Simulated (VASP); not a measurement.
# Ga: single point with PBE

The system is Ga, a slab with vacuum.

```
CELL_PARAMETERS angstrom
2.90000 0.00000 0.00000
0.00000 3.17000 0.00000
0.00000 0.00000 25.03242
ATOMIC_POSITIONS crystal
Ga 0.50000 0.25000 0.29961
Ga 0.00000 0.75000 0.37561
Ga 0.00000 0.25000 0.46200
Ga 0.50000 0.75000 0.54044
Ga 0.50000 0.25000 0.63072
Ga 0.00000 0.75000 0.70953
```

```
Program                : VASP 6.6.1
Task                   : single point
Functional             : PBE
Potentials or basis    : VASP PAW PBE potentials, release 64 (Ga_d)
Cutoff                 : 520 eV
k mesh                 : 9 × 8 × 1
Occupations            : fermi-dirac, width 0.05 eV
Spin                   : no spin polarisation
Dipole correction      : yes
Further INCAR settings : ALGO = Normal; EDIFF = 1e-07; NBANDS = 48
```

The largest force is 0.304 eV/Å. The band gap on the k mesh is zero (band 39 reaches 3.83 eV, above the bottom of band 40 at -1.12 eV).

Forces in eV/Å, atoms in the order of the input:
```
Ga   0.000  0.000 -0.241
Ga   0.000  0.000 -0.072
Ga   0.000  0.000  0.304
Ga   0.000  0.000  0.001
Ga   0.000  0.000  0.001
Ga   0.000  0.000  0.007
```

Levels at points of the mesh, in eV from the Fermi level:
```tsv
k point	band 38	band 39	band 40	band 41	band 42	band 43
(0.00, 0.00, 0.00)	0.99	3.10	3.34	4.05	4.13	4.39
(0.00, 0.50, 0.00)	-3.28	-1.65	-1.65	0.36	0.39	2.71
```

Run time: 6.9 min on 1 thread of Intel(R) Xeon(R) Platinum 8259CL CPU @ 2.50GHz (Skylake/Cascade Lake), with other jobs on the host, peak memory 0.42 GiB.
